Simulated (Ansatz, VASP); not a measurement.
HgTe: VASP beside Ansatz

```
Hg Te
1.0
     0.00000    3.24163    3.24163
     3.24163    0.00000    3.24163
     3.24163    3.24163    0.00000
Hg Te
1 1
Direct
  0.00000 0.00000 0.00000
  0.25000 0.25000 0.25000
```

Alike in both runs: functional r2SCAN; k mesh 9 × 9 × 9; occupations fermi-dirac, width 0.1 eV; no spin polarisation.

Ansatz relaxed the structure, and its values are those at the end. VASP's run is a single point on that final structure, the one shown.

|  | VASP | Ansatz |
| --- | --- | --- |
| version | VASP 6.6.1 | Ansatz 0.2.0 |
| potentials or method | VASP PAW PBE potentials, release 64 (Hg, Te), cutoff 520 eV | PAW plane waves |
| valence electrons in the cell | 18 | 36 |

|  | VASP | Ansatz | Ansatz less VASP |
| --- | --- | --- | --- |
| pressure (GPa) | 1.9 | 1.9 | -0.06 |

VASP's potentials were made for PBE, not for r2SCAN. The functional is the same, so the differences come from potentials, cutoffs and numerics. VASP's potentials hold 18 valence electrons a cell and Ansatz's 36, so a difference there can come from the potentials and not from the codes. Ansatz's warnings: stress scf threshold loose.

Neither program's run includes spin-orbit coupling.
